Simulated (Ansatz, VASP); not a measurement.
Two plane-wave programs on Ta3N

```
Ta N
1.0
     5.67534    0.00000    0.00000
    -2.83767    4.91499    0.00000
     0.00000    0.00000    2.80011
Ta N
3 1
Direct
  0.49420 0.50580 0.00000
  0.49420 0.98840 0.00000
  0.01160 0.50580 0.00000
  0.66667 0.33333 0.50000
```

Alike in both runs: functional PBE; k mesh 6 × 6 × 6; occupations gaussian, width 0.1 eV; no spin polarisation.

Ansatz relaxed the structure, and its values are those at the end. VASP's run is a single point on that final structure, the one shown.

|  | VASP | Ansatz |
| --- | --- | --- |
| version | VASP 6.6.1 | Ansatz 0.2.0 |
| potentials or method | VASP PAW PBE potentials, release 64 (Ta_pv, N), cutoff 520 eV | scalar-relativistic, plane waves, PAW |
| valence electrons in the cell | 38 | 44 |

VASP gave:

* gap on the k mesh at the Fermi level (eV): none
* pressure (GPa): 0.2
* rms of the force components (eV/Å): 0.018

Task: Which values does Ansatz return?

Result: gap on the k mesh at the Fermi level (eV): none; pressure (GPa): 0.0; rms of the force components (eV/Å): 0.001.

A gap of «none» marks a metal or a gap that the smearing closes. VASP's potentials hold 38 valence electrons a cell and Ansatz's 44, so a difference there can come from the potentials and not from the codes.

The k mesh is coarse, so the values compare programs but aren't converged. Spin-orbit coupling is off throughout.
